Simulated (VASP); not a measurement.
# TeW2 in VASP: notebook

Runs on TeW2. Level: PBE. Tasks: single point.

Everything below comes from runs of VASP 6.6.1. Logs are shortened: lines on timing, memory, paths and dates and some standing lists are left out, and cuts for length are marked.

## (1) The cell of the first run

It takes space group Fm-3m (No. 225, cubic). The conventional cell has a = 6.342 Å, b = 6.342 Å, c = 6.342 Å, α = 90.00°, β = 90.00°, γ = 90.00°. Within 3.6 Å of Te (site symmetry m-3m) lie 8 W at 2.75 Å. W (site symmetry -43m) has 4 Te at 2.75 Å and 6 W at 3.17 Å within 3.6 Å.

## (2) Single point, PBE (21.26 Å³/atom)

The input, INCAR:

```
PREC = Accurate ; ENCUT = 520
EDIFF = 1E-7 ; ISMEAR = -1
SIGMA = 0.05 ; LREAL = F
LASPH = T ; NELM = 60
ALGO = Normal ; ISIF = 2
LWAVE = F ; LCHARG = T
GGA = PE ; LELF = T
LVHAR = T ; NBANDS = 24
```

The input, KPOINTS:

```
Automatic mesh
0
Gamma
  7 7 7
```

The input, POSCAR:

```
TeW2
1.0
    0.0000000000      3.1711333419      3.1711333419
    3.1711333419      0.0000000000      3.1711333419
    3.1711333419      3.1711333419      0.0000000000
Te W
1 2
Direct
    0.0000000000      0.0000000000      0.0000000000
    0.2500000000      0.2500000000      0.2500000000
    0.7500000000      0.7500000000      0.7500000000
```

Potentials or basis: VASP PAW PBE potentials, release 64 (Te, W_sv).

Command:

```console
$ cat potpaw_PBE.64/Te/POTCAR potpaw_PBE.64/W_sv/POTCAR > POTCAR
$ mpirun -np 1 vasp_std > vasp.out
```

OUTCAR:

```text
PREC = Accurate
   ENCUT = 520
   EDIFF = 1E-7
   ISMEAR = -1
   LREAL = F
   LASPH = T
   NELM = 60
   ISIF = 2
   GGA = PE

 ion  position               nearest neighbor table
   1  0.000  0.000  0.000-   3 2.75   3 2.75   3 2.75   2 2.75   3 2.75   2 2.75   2 2.75   2 2.75

   2  0.250  0.250  0.250-   1 2.75   1 2.75   1 2.75   1 2.75   3 3.17   3 3.17   3 3.17   3 3.17
                             3 3.17   3 3.17
   3  0.750  0.750  0.750-   1 2.75   1 2.75   1 2.75   1 2.75   2 3.17   2 3.17   2 3.17   2 3.17
                             2 3.17   2 3.17

  LATTYP: Found a face centered cubic cell.
 ALAT       =     6.3422666838

  Lattice vectors:

 A1 = (   0.0000000000,   3.1711333419,   3.1711333419)
 A2 = (   3.1711333419,   0.0000000000,   3.1711333419)
 A3 = (   3.1711333419,   3.1711333419,   0.0000000000)

Analysis of symmetry for initial positions (statically):
=====================================================================
 Subroutine PRICEL returns:
 Original cell was already a primitive cell.

 Routine SETGRP: Setting up the symmetry group for a
 face centered cubic supercell.

 Subroutine GETGRP returns: Found 48 space group operations
 (whereof 48 operations were pure point group operations)
 out of a pool of 48 trial point group operations.

The static configuration has the point symmetry O_h .

Analysis of symmetry for dynamics (positions and initial velocities):
=====================================================================
 Subroutine PRICEL returns:
 Original cell was already a primitive cell.

 Routine SETGRP: Setting up the symmetry group for a
 face centered cubic supercell.

 Subroutine GETGRP returns: Found 48 space group operations
 (whereof 48 operations were pure point group operations)
 out of a pool of 48 trial point group operations.

The dynamic configuration has the point symmetry O_h .

 Subroutine INISYM returns: Found 48 space group operations
 (whereof 48 operations are pure point group operations),
 and found     1 'primitive' translations

----------------------------------------------------------------------------------------

                                     Primitive cell

  volume of cell :      63.7784

  direct lattice vectors                    reciprocal lattice vectors
     0.000000000  3.171133342  3.171133342    -0.157672335  0.157672335  0.157672335
     3.171133342  0.000000000  3.171133342     0.157672335 -0.157672335  0.157672335
     3.171133342  3.171133342  0.000000000     0.157672335  0.157672335 -0.157672335

  length of vectors
     4.484659780  4.484659780  4.484659780     0.273096496  0.273096496  0.273096496

  position of ions in fractional coordinates (direct lattice)
     0.000000000  0.000000000  0.000000000
     0.250000000  0.250000000  0.250000000
     0.750000000  0.750000000  0.750000000

  ion indices of the primitive-cell ions
   primitive index   ion index
                 1           1
                 2           2
                 3           3

----------------------------------------------------------------------------------------

 KPOINTS: Automatic mesh

Automatic generation of k-mesh.
 Grid dimensions read from file:
 generate k-points for:    7    7    7

 Generating k-lattice:

  Cartesian coordinates                     Fractional coordinates (reciprocal lattice)
    -0.022524619  0.022524619  0.022524619     0.142857143  0.000000000  0.000000000
     0.022524619 -0.022524619  0.022524619     0.000000000  0.142857143  0.000000000
     0.022524619  0.022524619 -0.022524619     0.000000000  0.000000000  0.142857143

  Length of vectors
     0.039013785  0.039013785  0.039013785

  Shift w.r.t. Gamma in fractional coordinates (k-lattice)
     0.000000000  0.000000000  0.000000000

 Subroutine IBZKPT returns following result:
 ===========================================

 Found     20 irreducible k-points:

 Following reciprocal coordinates:
            Coordinates               Weight
  0.000000  0.000000  0.000000      1.000000
  0.142857  0.000000  0.000000      8.000000
  0.285714  0.000000  0.000000      8.000000
  0.428571  0.000000  0.000000      8.000000
  0.142857  0.142857  0.000000      6.000000
  0.285714  0.142857  0.000000     24.000000
[... 12 lines left out ...]
 -0.428571  0.428571  0.142857     24.000000
 -0.285714  0.428571  0.142857     24.000000
   k-points           NKPTS =     20   k-points in BZ     NKDIM =     20   number of bands    NBANDS=     24
   number of dos      NEDOS =    301   number of ions     NIONS =      3
   total plane-waves  NPLWV =  46656
   dimension x,y,z NGX =    36 NGY =   36 NGZ =   36
   dimension x,y,z NGXF=    72 NGYF=   72 NGZF=   72
   ions per type =               1   2
   NGX,Y,Z   is equivalent  to a cutoff of  13.35, 13.35, 13.35 a.u.
   NGXF,Y,Z  is equivalent  to a cutoff of  26.69, 26.69, 26.69 a.u.
 SYSTEM =  unknown system
   PREC   = accura    normal or accurate (medium, high low for compatibility)
   ISTART =      0    job   : 0-new  1-cont  2-samecut
   ICHARG =      2    charge: 1-file 2-atom 10-const
   ISPIN  =      1    spin polarized calculation?
   LNONCOLLINEAR =      F non collinear calculations
   LSORBIT =      F    spin-orbit coupling
   LASPH  =      T    aspherical Exc in radial PAW
   ENCUT  =  520.0 eV  38.22 Ry    6.18 a.u.   8.34  8.34  8.34*2*pi/ulx,y,z
   NELM   =     60;   NELMIN=  2; NELMDL= -5     # of ELM steps
   EDIFF  = 0.1E-06   stopping-criterion for ELM
   LREAL  =      F    real-space projection
   EDIFFG = 0.1E-05   stopping-criterion for IOM
   NSW    =      0    number of steps for IOM
   IBRION =     -1    ionic relax: 0-MD 1-quasi-New 2-CG
   NFREE  =      0    steps in history (QN), initial steepest desc. (CG)
   ISIF   =      2    stress and relaxation
   ISYM   =      2    0-nonsym 1-usesym 2-fastsym
   POTIM  = 0.5000    time-step for ionic-motion
   TEBEG  =    0.0;   TEEND  =   0.0 temperature during run
   PSTRESS=    0.0 pullay stress
   NELECT =      34.0000    total number of electrons
   NUPDOWN=      -1.0000    fix difference up-down
   EMIN   =  10.00;   EMAX   =-10.00  energy-range for DOS
   EFERMI =   0.00;   METHOD = LEGACY
   ISMEAR =    -1;   SIGMA  =   0.05  broadening in eV -4-tet -1-fermi 0-gaus
   EFERMI_NEDOS =   21; number of points for ismear=-14 and -15
   IALGO  =     38    algorithm
   IMIX   =      4    mixing-type and parameters
     AMIX     =   0.40;   BMIX     =  1.00
     AMIX_MAG =   1.60;   BMIX_MAG =  1.00
  volume/ion in A,a.u.               =      21.26       143.47
  Fermi-wavevector in a.u.,A,eV,Ry     =   1.327425  2.508469 23.974240  1.762057
  Thomas-Fermi vector in A             =   2.456738
   LORBIT       =      0    0 simple, 1 ext, 2 COOP (PROOUT), +10 PAW based schemes
   GGA     = PE    functional components
   LHFCALC =     F    Hartree Fock is set to
   AEXX    =    0.0000 exact exchange contribution
   IVDW    =     0    specifies the selected vdW correction
   LEPSILON=     F    determine dielectric tensor
   LRPA    =     F    only Hartree local field effects (RPA)
 non-spin polarized calculation
  energy-cutoff  :      520.00
  volume of cell :       63.78
 maximum number of plane-waves:      1759
 NGX is ok and might be reduce to    36
   NGX = 17   NGY = 17   NGZ = 17

 number of electron      34.0000002 magnetization

 Free energy of the ion-electron system (eV)
  ---------------------------------------------------
  ext. energy  EPLUGINS =         0.00000000
  ---------------------------------------------------
  free energy    TOTEN  =       -24.25041265 eV

  energy without entropy =      -24.21228614  energy(sigma->0) =      -24.23134940

 E-fermi :   9.2656     XC(G=0): -11.6057

 val. band max:        9.2048406239   @ k =  -0.4286   0.2857   0.1429
 cond. band min:       9.2735047794   @ k =   0.1429   0.1429   0.0000
 fundamental gap:      0.0686641554
 Fermi energy:         9.2655635209

 k-point     1 :       0.0000    0.0000    0.0000
  band No.  band energies     occupation
      1     -64.7857      2.00000
      2     -64.7605      2.00000
      3     -29.0805      2.00000
      4     -29.0805      2.00000
      5     -29.0805      2.00000
      6     -28.9130      2.00000
[... 16 lines left out ...]
     23      13.1078      0.00000
     24      13.2048      0.00000

 k-point     2 :       0.1429    0.0000    0.0000
  band No.  band energies     occupation
      1     -64.7845      2.00000
      2     -64.7617      2.00000
      3     -29.0748      2.00000
      4     -29.0727      2.00000
      5     -29.0727      2.00000
      6     -28.9233      2.00000
[... 16 lines left out ...]
     23      13.2492      0.00000
     24      13.7276      0.00000

 k-point     3 :       0.2857    0.0000    0.0000
  band No.  band energies     occupation
      1     -64.7810      2.00000
      2     -64.7651      2.00000
      3     -29.0572      2.00000
      4     -29.0507      2.00000
      5     -29.0507      2.00000
      6     -28.9513      2.00000
[... 16 lines left out ...]
     23      13.5454      0.00000
     24      14.6054      0.00000

 k-point     4 :       0.4286    0.0000    0.0000
  band No.  band energies     occupation
      1     -64.7758      2.00000
      2     -64.7701      2.00000
      3     -29.0280      2.00000
      4     -29.0182      2.00000
      5     -29.0182      2.00000
      6     -28.9888      2.00000
[... 16 lines left out ...]
     23      13.7448      0.00000
     24      15.7630      0.00000

 k-point     5 :       0.1429    0.1429    0.0000
  band No.  band energies     occupation
      1     -64.7842      2.00000
      2     -64.7620      2.00000
      3     -29.0863      2.00000
      4     -29.0863      2.00000
      5     -29.0421      2.00000
      6     -28.9568      2.00000
[... 343 lines left out ...]
 k-point    18 :      -0.4286    0.2857    0.1429
  band No.  band energies     occupation
      1     -64.7751      2.00000
      2     -64.7708      2.00000
      3     -29.1076      2.00000
      4     -29.0860      2.00000
      5     -29.0229      2.00000
      6     -28.9808      2.00000
[... 16 lines left out ...]
     23      13.3767      0.00000
     24      15.3149      0.00000

 k-point    19 :      -0.4286    0.4286    0.1429
  band No.  band energies     occupation
      1     -64.7760      2.00000
      2     -64.7698      2.00000
      3     -29.1264      2.00000
      4     -29.1143      2.00000
      5     -29.0687      2.00000
      6     -28.9337      2.00000
[... 16 lines left out ...]
     23      14.2121      0.00000
     24      14.4502      0.00000

 k-point    20 :      -0.2857    0.4286    0.1429
  band No.  band energies     occupation
      1     -64.7734      2.00000
      2     -64.7724      2.00000
      3     -29.1297      2.00000
      4     -29.1112      2.00000
      5     -29.0276      2.00000
      6     -28.9761      2.00000
[... 16 lines left out ...]
     23      14.0337      0.00000
     24      15.5649      0.00000

------------------------ aborting loop because EDIFF is reached ----------------------------------------

  FORCE on cell =-STRESS in cart. coord.  units (eV):
  Direction    XX          YY          ZZ          XY          YZ          ZX
  --------------------------------------------------------------------------------------
  -------------------------------------------------------------------------------------
  Total       -2.6827677     -2.6827677     -2.6827677     -0.0000000     -0.0000000     -0.0000000
  in kB      -67.3938304    -67.3938304    -67.3938304     -0.0000000     -0.0000000     -0.0000000
  external PRESSURE =     -67.3938304 kB  Pullay stress =       0.0000000 kB

 VOLUME and BASIS-vectors are now :
 -----------------------------------------------------------------------------
  energy-cutoff  :      520.00
  volume of cell :       63.78
      direct lattice vectors                 reciprocal lattice vectors
     0.000000000  3.171133342  3.171133342    -0.157672335  0.157672335  0.157672335
     3.171133342  0.000000000  3.171133342     0.157672335 -0.157672335  0.157672335
     3.171133342  3.171133342  0.000000000     0.157672335  0.157672335 -0.157672335

 POSITION                                       TOTAL-FORCE (eV/Angst)
 -----------------------------------------------------------------------------------
      0.00000      0.00000      0.00000         0.000000      0.000000     -0.000000
      1.58557      1.58557      1.58557        -0.000000     -0.000000     -0.000000
      4.75670      4.75670      4.75670         0.000000      0.000000      0.000000
 -----------------------------------------------------------------------------------
    total drift:                                0.000000      0.000000      0.000000

  FREE ENERGIE OF THE ION-ELECTRON SYSTEM (eV)
  ---------------------------------------------------
  free  energy   TOTEN  =       -24.2504126517 eV

  energy  without entropy=      -24.2122861417  energy(sigma->0) =      -24.23134940
```

It took 20 s on 1 thread of Intel Xeon 6975P-C (Granite Rapids), shared host; peak memory 0.21 GiB.

What came out:

* Free energy: -24.2504 eV
* Pressure: -6.7 GPa
* Band gap on the k mesh: zero (bands 17 and 18 overlap by 1.82 eV)

Caveat: the cell stands under tension; spin-orbit coupling is left out, which moves the levels of the heavy elements.

## (3) Single point, PBE (21.67 Å³/atom)

This run uses another cell than the first one, of 21.67 Å³/atom.

The input, INCAR:

```
PREC = Accurate ; ENCUT = 520
EDIFF = 1E-6 ; ISMEAR = -1
SIGMA = 0.05 ; LREAL = False
LASPH = True ; NELM = 60
ALGO = Normal ; ISIF = 2
LWAVE = False ; LCHARG = False
GGA = PE ; NBANDS = 24
```

KPOINTS is that of step 2.

The input, POSCAR:

```
TeW2
1.0
    0.0000000000      3.1913321880      3.1913321880
    3.1913321880      0.0000000000      3.1913321880
    3.1913321880      3.1913321880      0.0000000000
Te W
1 2
Direct
    0.0000000000      0.0000000000      0.0000000000
    0.2500000000      0.2500000000      0.2500000000
    0.7500000000      0.7500000000      0.7500000000
```

Potentials or basis: VASP PAW PBE potentials, release 64 (Te, W_sv).

Command:

```console
$ cat potpaw_PBE.64/Te/POTCAR potpaw_PBE.64/W_sv/POTCAR > POTCAR
$ mpirun -np 1 vasp_std > vasp.out
```

It took 18 s on 1 thread of Intel Xeon 6975P-C (Granite Rapids), shared host; peak memory 0.2 GiB.

Results (log left out):

* Free energy: -24.1896 eV
* Pressure: -9.2 GPa
* Band gap on the k mesh: zero (bands 17 and 18 overlap by 1.76 eV)

Levels at points of the mesh, in eV from the Fermi level:
```
           k point  band 15  band 16  band 17  band 18  band 19  band 20
(0.00, 0.00, 0.00)    -0.97     1.35     1.35     1.35     3.23     3.23
```

Caveat: the cell stands under tension; spin-orbit coupling is left out, which moves the levels of the heavy elements.

## (4) Single point, PBE (atoms moved at random)

The input, INCAR:

```
PREC = Accurate
ENCUT = 520
EDIFF = 1E-6
ISMEAR = -1
SIGMA = 0.05
LREAL = F
LASPH = T
NELM = 60
ALGO = Fast
ISIF = 2
LWAVE = F
LCHARG = T
GGA = PE
LELF = T
LVHAR = T
NBANDS = 24
```

The input, KPOINTS:

```
regular mesh
0
Gamma
  7 7 7
```

The input, POSCAR:

```
TeW2
1.0
    0.0000000000      3.1299451300      3.1299451300
    3.1299451300      0.0000000000      3.1299451300
    3.1299451300      3.1299451300      0.0000000000
Te W
1 2
Direct
    0.0000900000      0.0082920000     -0.0011920000
    0.2602160000      0.2402110000      0.2410940000
    0.7565180000      0.7523780000      0.7549340000
```

Command:

```console
$ cat potpaw_PBE.64/Te/POTCAR potpaw_PBE.64/W_sv/POTCAR > POTCAR
$ mpirun -np 1 vasp_std > vasp.out
```

Run time: 2.3 min. Hardware: 1 thread of Intel Xeon 6975P-C (Granite Rapids), shared host; peak memory 0.37 GiB.

Results (log left out):

```
Free energy            : -24.2911 eV
Pressure               : -0.4 GPa
Largest force          : 0.662 eV/Å
Band gap on the k mesh : zero (bands 17 and 18 overlap by 2.02 eV)
```

Forces on the atoms (eV/Å):
```
Te  -0.576  0.287 -0.155
W    0.299 -0.082  0.105
W    0.277 -0.205  0.050
```

Stress tensor (GPa, compression positive):
```
-0.97  0.90  1.27
 0.90 -0.20  2.72
 1.27  2.72 -0.14
```

Levels at points of the mesh, in eV from the Fermi level:
```
           k point  band 13  band 14  band 15  band 16  band 17  band 18  band 19  band 20  band 21  band 22
(0.00, 0.00, 0.00)    -3.22    -3.22    -0.79     1.37     1.47     1.60     3.36     3.49     3.91     3.94
```

Caveat: the cell differs from its parent crystal (atoms moved at random); spin-orbit coupling is left out, which moves the levels of the heavy elements.

## (5) Summary

```csv
cell,gap on the mesh (eV),pressure (GPa)
"a = 4.485 Å, angles 60.0°, 3 atoms, atomic positions A",none,-6.7
"a = 4.513 Å, angles 60.0°, 3 atoms, atomic positions A",none,-9.2
"a = 4.426 Å, angles 60.0°, 3 atoms, atomic positions B",none,-0.4
```

Alike in all rows: task single point; level PBE; potentials or basis VASP PAW PBE potentials, release 64 (Te, W_sv); no spin polarisation; k mesh 7 × 7 × 7; cutoff (eV) 520; smearing fermi-dirac 0.05 eV.

Caveats: spin-orbit coupling is left out, which moves the levels of the heavy elements; the cell stands under tension (at least some runs).

Total energies depend on the potentials used, so only differences within one code and one set of settings carry meaning.
